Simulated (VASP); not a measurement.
# Si2Ni (Cmm2) in VASP: single point with PBE

Aim: the single point of Si2Ni with PBE.

Program: VASP 6.6.1. These are calculated values, not measurements. Logs are shortened: lines on timing, memory, paths and dates and some standing lists are left out, and cuts for length are marked.

## (1) The cell of the first run

Symmetry: Cmm2, No. 35, orthorhombic system. The conventional cell has a = 7.703 Å, b = 7.703 Å, c = 5.447 Å, α = 90.00°, β = 90.00°, γ = 90.00°. Within 3.0 Å of Si (site symmetry mm2) lie 4 Ni at 2.25 to 2.48 Å and 6 Si at 2.52 to 2.92 Å. Within 3.1 Å of Si (site symmetry mm2) lie 4 Ni at 2.36 Å and 6 Si at 2.72 Å. Within 3.1 Å of Si (site symmetry 2) lie 4 Ni at 2.36 Å and 6 Si at 2.72 Å. Within 3.1 Å of Si (site symmetry mm2) lie 4 Ni at 2.36 Å and 6 Si at 2.72 Å. Si (site symmetry mm2) has 4 Ni at 2.36 Å and 6 Si at 2.52 to 2.92 Å within 3.1 Å. Within 3.1 Å of Si (site symmetry 2) lie 4 Ni at 2.36 Å and 6 Si at 2.72 to 2.73 Å. Ni (site symmetry m) has 8 Si at 2.36 to 2.48 Å within 3.1 Å. Ni (site symmetry m) has 8 Si at 2.25 to 2.36 Å within 3.0 Å.

## (2) Single point, PBE (atom 1 (Si) moved +0.200 Å along Cartesian [0 0 1])

Contents of INCAR:

```
SYSTEM = Si2Ni
PREC = Accurate
ENCUT = 520
EDIFF = 1E-7
ISMEAR = 0
SIGMA = 0.15
LREAL = .FALSE.
LASPH = .TRUE.
NELM = 80
ALGO = Fast
ISIF = 2
LWAVE = .FALSE.
LCHARG = .FALSE.
GGA = PE
NBANDS = 48
```

Contents of KPOINTS:

```
regular mesh
0
G
  10 10 10
  0 0 0
```

Contents of POSCAR:

```
Si2Ni
1.0
    5.4468258007      0.0000000000      0.0000000000
    0.0000000000     -5.4468258007      0.0000000000
    0.0000000000      0.0000000000     -5.4468258007
Si Ni
8 4
Direct
    0.2500000000      0.2500000000      0.2132813666
    0.7500000000      0.7500000000      0.2500000000
    0.7500000000      0.2500000000      0.7500000000
    0.2500000000      0.7500000000      0.7500000000
    0.7500000000      0.7500000000      0.7500000000
    0.2500000000      0.2500000000      0.7500000000
    0.2500000000      0.7500000000      0.2500000000
    0.7500000000      0.2500000000      0.2500000000
    0.0000000000      0.5000000000      0.5000000000
    0.5000000000      0.0000000000      0.5000000000
    0.5000000000      0.5000000000      0.0000000000
    0.0000000000      1.0000000000      1.0000000000
```

Potentials or basis: VASP PAW PBE potentials, release 64 (Si, Ni).

On the command line:

```bash
$ cat potpaw_PBE.64/Si/POTCAR potpaw_PBE.64/Ni/POTCAR > POTCAR
$ mpirun -np 1 vasp_std > vasp.out
```

OUTCAR:

```text
SYSTEM = Si2Ni
   PREC = Accurate
   ENCUT = 520
   EDIFF = 1E-7
   ISMEAR = 0
   LREAL = .FALSE.
   LASPH = .TRUE.
   NELM = 80
   ISIF = 2
   GGA = PE

 ion  position               nearest neighbor table
   1  0.250  0.250  0.213-  11 2.25  12 2.25   9 2.48  10 2.48   6 2.52   7 2.73   8 2.73   7 2.73
                             8 2.73   6 2.92
   2  0.750  0.750  0.250-   9 2.36  10 2.36  11 2.36  12 2.36   7 2.72   8 2.72   5 2.72   5 2.72
                             8 2.72   7 2.72
   3  0.750  0.250  0.750-   9 2.36  10 2.36  11 2.36  12 2.36   6 2.72   8 2.72   5 2.72   8 2.72
                             5 2.72   6 2.72
   4  0.250  0.750  0.750-   9 2.36  10 2.36  11 2.36  12 2.36   6 2.72   7 2.72   5 2.72   7 2.72
                             6 2.72   5 2.72
   5  0.750  0.750  0.750-   9 2.36  10 2.36  11 2.36  12 2.36   3 2.72   4 2.72   2 2.72   2 2.72
                             3 2.72   4 2.72
   6  0.250  0.250  0.750-   9 2.36  10 2.36  11 2.36  12 2.36   1 2.52   3 2.72   4 2.72   4 2.72
                             3 2.72   1 2.92
   7  0.250  0.750  0.250-   9 2.36  10 2.36  11 2.36  12 2.36   2 2.72   4 2.72   4 2.72   2 2.72
                             1 2.73   1 2.73
   8  0.750  0.250  0.250-   9 2.36  10 2.36  11 2.36  12 2.36   2 2.72   3 2.72   3 2.72   2 2.72
                             1 2.73   1 2.73
   9  0.000  0.500  0.500-   2 2.36   3 2.36   4 2.36   5 2.36   6 2.36   7 2.36   8 2.36   1 2.48

  10  0.500  0.000  0.500-   2 2.36   3 2.36   4 2.36   5 2.36   6 2.36   7 2.36   8 2.36   1 2.48

  11  0.500  0.500  0.000-   1 2.25   2 2.36   3 2.36   4 2.36   5 2.36   6 2.36   7 2.36   8 2.36

  12  0.000  0.000  0.000-   1 2.25   2 2.36   3 2.36   4 2.36   5 2.36   6 2.36   7 2.36   8 2.36

  LATTYP: Found a simple cubic cell.
 ALAT       =     5.4468258007

  Lattice vectors:

 A1 = (   5.4468258007,   0.0000000000,   0.0000000000)
 A2 = (   0.0000000000,  -5.4468258007,   0.0000000000)
 A3 = (   0.0000000000,   0.0000000000,  -5.4468258007)

Analysis of symmetry for initial positions (statically):
=====================================================================
 Subroutine PRICEL returns:
 Original cell was already a primitive cell.

 Routine SETGRP: Setting up the symmetry group for a
 simple cubic supercell.

 Subroutine GETGRP returns: Found  4 space group operations
 (whereof  2 operations were pure point group operations)
 out of a pool of 48 trial point group operations.

The static configuration has the point symmetry C_1h.
 The point group associated with its full space group is C_2v.

Analysis of symmetry for dynamics (positions and initial velocities):
=====================================================================
 Subroutine PRICEL returns:
 Original cell was already a primitive cell.

 Routine SETGRP: Setting up the symmetry group for a
 simple cubic supercell.

 Subroutine GETGRP returns: Found  4 space group operations
 (whereof  2 operations were pure point group operations)
 out of a pool of 48 trial point group operations.

The dynamic configuration has the point symmetry C_1h.
 The point group associated with its full space group is C_2v.

 Subroutine INISYM returns: Found  4 space group operations
 (whereof  2 operations are pure point group operations),
 and found     1 'primitive' translations

----------------------------------------------------------------------------------------

                                     Primitive cell

  volume of cell :     161.5959

  direct lattice vectors                    reciprocal lattice vectors
     5.446825801  0.000000000  0.000000000     0.183593167  0.000000000  0.000000000
     0.000000000 -5.446825801  0.000000000     0.000000000 -0.183593167  0.000000000
     0.000000000  0.000000000 -5.446825801     0.000000000  0.000000000 -0.183593167

  length of vectors
     5.446825801  5.446825801  5.446825801     0.183593167  0.183593167  0.183593167

  position of ions in fractional coordinates (direct lattice)
     0.250000000  0.250000000  0.213281367
     0.750000000  0.750000000  0.250000000
     0.750000000  0.250000000  0.750000000
     0.250000000  0.750000000  0.750000000
     0.750000000  0.750000000  0.750000000
     0.250000000  0.250000000  0.750000000
     0.250000000  0.750000000  0.250000000
     0.750000000  0.250000000  0.250000000
     0.000000000  0.500000000  0.500000000
     0.500000000  0.000000000  0.500000000
     0.500000000  0.500000000  0.000000000
     0.000000000  0.000000000  0.000000000

  ion indices of the primitive-cell ions
   primitive index   ion index
                 1           1
                 2           2
                 3           3
                 4           4
                 5           5
                 6           6
                 7           7
                 8           8
                 9           9
                10          10
                11          11
                12          12

----------------------------------------------------------------------------------------

 KPOINTS: regular mesh

Automatic generation of k-mesh.
 Grid dimensions read from file:
 generate k-points for:   10   10   10

 Generating k-lattice:

  Cartesian coordinates                     Fractional coordinates (reciprocal lattice)
     0.018359317  0.000000000  0.000000000     0.100000000  0.000000000  0.000000000
     0.000000000 -0.018359317  0.000000000     0.000000000  0.100000000  0.000000000
     0.000000000  0.000000000 -0.018359317     0.000000000  0.000000000  0.100000000

  Length of vectors
     0.018359317  0.018359317  0.018359317

  Shift w.r.t. Gamma in fractional coordinates (k-lattice)
     0.000000000  0.000000000  0.000000000

 Subroutine IBZKPT returns following result:
 ===========================================

 Found    186 irreducible k-points:

 Following reciprocal coordinates:
            Coordinates               Weight
  0.000000  0.000000  0.000000      1.000000
  0.100000  0.000000  0.000000      4.000000
  0.000000  0.000000  0.100000      2.000000
  0.200000  0.000000  0.000000      4.000000
  0.000000  0.000000  0.200000      2.000000
  0.300000  0.000000  0.000000      4.000000
[... 16 lines left out ...]
  0.400000  0.100000  0.000000      4.000000
  0.000000  0.400000  0.100000      8.000000
 [... further k-points ...]
   k-points           NKPTS =    186   k-points in BZ     NKDIM =    186   number of bands    NBANDS=     48
   number of dos      NEDOS =    301   number of ions     NIONS =     12
   total plane-waves  NPLWV =  74088
   dimension x,y,z NGX =    42 NGY =   42 NGZ =   42
   dimension x,y,z NGXF=    84 NGYF=   84 NGZF=   84
   ions per type =               8   4
   NGX,Y,Z   is equivalent  to a cutoff of  12.82, 12.82, 12.82 a.u.
   NGXF,Y,Z  is equivalent  to a cutoff of  25.64, 25.64, 25.64 a.u.
 SYSTEM =  Si2Ni
   PREC   = accura    normal or accurate (medium, high low for compatibility)
   ISTART =      0    job   : 0-new  1-cont  2-samecut
   ICHARG =      2    charge: 1-file 2-atom 10-const
   ISPIN  =      1    spin polarized calculation?
   LNONCOLLINEAR =      F non collinear calculations
   LSORBIT =      F    spin-orbit coupling
   LASPH  =      T    aspherical Exc in radial PAW
   ENCUT  =  520.0 eV  38.22 Ry    6.18 a.u.  10.13 10.13 10.13*2*pi/ulx,y,z
   NELM   =     80;   NELMIN=  2; NELMDL= -5     # of ELM steps
   EDIFF  = 0.1E-06   stopping-criterion for ELM
   LREAL  =      F    real-space projection
   EDIFFG = 0.1E-05   stopping-criterion for IOM
   NSW    =      0    number of steps for IOM
   IBRION =     -1    ionic relax: 0-MD 1-quasi-New 2-CG
   NFREE  =      0    steps in history (QN), initial steepest desc. (CG)
   ISIF   =      2    stress and relaxation
   ISYM   =      2    0-nonsym 1-usesym 2-fastsym
   POTIM  = 0.5000    time-step for ionic-motion
   TEBEG  =    0.0;   TEEND  =   0.0 temperature during run
   PSTRESS=    0.0 pullay stress
   NELECT =      72.0000    total number of electrons
   NUPDOWN=      -1.0000    fix difference up-down
   EMIN   =  10.00;   EMAX   =-10.00  energy-range for DOS
   EFERMI =   0.00;   METHOD = LEGACY
   ISMEAR =     0;   SIGMA  =   0.15  broadening in eV -4-tet -1-fermi 0-gaus
   EFERMI_NEDOS =   21; number of points for ismear=-14 and -15
   IALGO  =     68    algorithm
   IMIX   =      4    mixing-type and parameters
     AMIX     =   0.40;   BMIX     =  1.00
     AMIX_MAG =   1.60;   BMIX_MAG =  1.00
  volume/ion in A,a.u.               =      13.47        90.88
  Fermi-wavevector in a.u.,A,eV,Ry     =   1.250380  2.362876 21.272046  1.563451
  Thomas-Fermi vector in A             =   2.384377
   LORBIT       =      0    0 simple, 1 ext, 2 COOP (PROOUT), +10 PAW based schemes
   GGA     = PE    functional components
   LHFCALC =     F    Hartree Fock is set to
   AEXX    =    0.0000 exact exchange contribution
   IVDW    =     0    specifies the selected vdW correction
   LEPSILON=     F    determine dielectric tensor
   LRPA    =     F    only Hartree local field effects (RPA)
 non-spin polarized calculation
 RMM-DIIS sequential band-by-band and
 Gauss-broadening in eV      SIGMA  =   0.15
  energy-cutoff  :      520.00
  volume of cell :      161.60
 maximum number of plane-waves:      4388
 NGX is ok and might be reduce to    42
   NGX = 21   NGY = 21   NGZ = 21

 number of electron      72.0000067 magnetization

 Free energy of the ion-electron system (eV)
  ---------------------------------------------------
  ext. energy  EPLUGINS =         0.00000000
  ---------------------------------------------------
  free energy    TOTEN  =       -69.31257550 eV

  energy without entropy =      -69.26857284  energy(sigma->0) =      -69.29057417

 E-fermi :  10.0797     XC(G=0): -11.4815

 val. band max:       10.0784575569   @ k =  -0.1000   0.1000   0.2000
 cond. band min:      10.0809140563   @ k =   0.4000   0.2000   0.0000
 fundamental gap:      0.0024564994
 Fermi energy:        10.0797248260

 k-point     1 :       0.0000    0.0000    0.0000
  band No.  band energies     occupation
      1      -3.5337      2.00000
      2       0.2975      2.00000
      3       0.3842      2.00000
      4       0.4011      2.00000
      5       2.2238      2.00000
      6       2.2495      2.00000
[... 1213 lines left out ...]
     47      14.1752      0.00000
     48      14.7634      0.00000

 [... further k-points ...]
[... 5 lines left out ...]
  --------------------------------------------------------------------------------------
  -------------------------------------------------------------------------------------
  Total        0.2454792      0.2454792      0.5678722     -1.3833715      0.0000000      0.0000000
  in kB        2.4338561      2.4338561      5.6302892    -13.7157302      0.0000000      0.0000000
  external PRESSURE =       3.4993338 kB  Pullay stress =       0.0000000 kB

 VOLUME and BASIS-vectors are now :
 -----------------------------------------------------------------------------
  energy-cutoff  :      520.00
  volume of cell :      161.60
      direct lattice vectors                 reciprocal lattice vectors
     5.446825801  0.000000000  0.000000000     0.183593167  0.000000000  0.000000000
     0.000000000 -5.446825801  0.000000000     0.000000000 -0.183593167  0.000000000
     0.000000000  0.000000000 -5.446825801     0.000000000  0.000000000 -0.183593167

 POSITION                                       TOTAL-FORCE (eV/Angst)
 -----------------------------------------------------------------------------------
      1.36171     -1.36171     -1.16171         0.000000      0.000000     -1.830544
      4.08512     -4.08512     -1.36171         0.000000      0.000000     -0.082113
      4.08512     -1.36171     -4.08512         0.000000      0.000000      0.188771
      1.36171     -4.08512     -4.08512         0.000000      0.000000      0.188771
      4.08512     -4.08512     -4.08512         0.000000      0.000000      0.130412
      1.36171     -1.36171     -4.08512         0.000000      0.000000      0.699255
      1.36171     -4.08512     -1.36171         0.000000      0.000000     -0.096610
      4.08512     -1.36171     -1.36171         0.000000      0.000000     -0.096610
      0.00000     -2.72341     -2.72341         0.181232      0.181232      0.178922
      2.72341      0.00000     -2.72341        -0.181232     -0.181232      0.178922
      2.72341     -2.72341      0.00000         0.332353     -0.332353      0.270412
      0.00000      0.00000      0.00000        -0.332353      0.332353      0.270412
 -----------------------------------------------------------------------------------
    total drift:                                0.000000      0.000000     -0.000015

  FREE ENERGIE OF THE ION-ELECTRON SYSTEM (eV)
  ---------------------------------------------------
  free  energy   TOTEN  =       -69.3125755037 eV

  energy  without entropy=      -69.2685728419  energy(sigma->0) =      -69.29057417
```

Wall time 52 min (1 thread of Oxide Virtual Turin-like, shared host); peak memory 0.98 GiB.

Results:

* Free energy: -69.3126 eV
* Pressure: 0.3 GPa
* Largest force: 1.831 eV/Å
* Band gap on the k mesh: zero (bands 36 and 37 overlap by 0.91 eV)

Forces in eV/Å, atoms in the order of the input:
```
Si   0.000  0.000 -1.831
Si   0.000  0.000 -0.082
Si   0.000  0.000  0.189
Si   0.000  0.000  0.189
Si   0.000  0.000  0.130
Si   0.000  0.000  0.699
Si   0.000  0.000 -0.097
Si   0.000  0.000 -0.097
Ni   0.181  0.181  0.179
Ni  -0.181 -0.181  0.179
Ni   0.332 -0.332  0.270
Ni  -0.332  0.332  0.270
```

Levels at points of the mesh, in eV from the Fermi level:
```tsv
k point	band 32	band 33	band 34	band 35	band 36	band 37	band 38	band 39	band 40	band 41
(0.00, 0.00, 0.00)	-2.95	-2.92	-0.44	-0.42	-0.42	-0.41	1.36	1.49	1.55	1.69
(0.50, 0.00, 0.00)	-1.72	-1.68	-1.67	-1.58	-1.47	-0.44	-0.43	1.99	2.05	2.19
(0.00, 0.00, 0.50)	-1.75	-1.65	-1.63	-1.56	-1.53	-0.51	-0.37	1.90	1.98	2.14
(0.50, 0.50, 0.00)	-2.56	-1.19	-1.09	-1.04	-0.94	0.95	1.00	1.09	1.12	2.73
(0.00, 0.50, 0.50)	-2.55	-1.20	-1.11	-1.01	-0.91	0.91	1.00	1.10	1.17	2.52
(0.50, 0.50, 0.50)	-1.36	-1.34	-1.29	-1.09	-1.05	1.43	1.59	1.74	1.80	1.82
```

Caveat: the cell differs from its parent crystal (atom 1 (Si) moved +0.200 Å along Cartesian [0 0 1]); forces of over 1 eV/Å act on the atoms, so gaps and moduli don't describe the material at rest. Spin polarisation is off, so any magnetic state and its effect on volume and gap are missing.
